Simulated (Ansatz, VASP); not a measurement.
One calculation of Hg, two programs

```xyz
1
Lattice="0.0000 2.3919 2.3919 2.3919 0.0000 2.3919 2.3919 2.3919 0.0000" Properties=species:S:1:pos:R:3 pbc="T T T"
Hg    0.0000    0.0000    0.0000
```

Alike in both runs: task single point; functional PBE; dispersion D3(BJ); k mesh 20 × 20 × 20; occupations gaussian, width 0.15 eV; no spin polarisation.

|  | VASP | Ansatz |
| --- | --- | --- |
| version | VASP 6.6.1 | Ansatz 0.2.0 |
| potentials or method | VASP PAW PBE potentials, release 64 (Hg), cutoff 520 eV | scalar-relativistic, plane waves, PAW |
| valence electrons in the cell | 12 | 20 |

Ansatz gave:

- gap on the k mesh at the Fermi level (eV): none
- pressure (GPa): -1.3

Problem. What did VASP give for the same quantities?

Solution. gap on the k mesh at the Fermi level (eV): none; pressure (GPa): -1.1.

A gap of «none» marks a metal or a gap that the smearing closes. VASP's potentials hold 12 valence electrons a cell and Ansatz's 20, so a difference there can come from the potentials and not from the codes.

Spin-orbit coupling is off throughout.
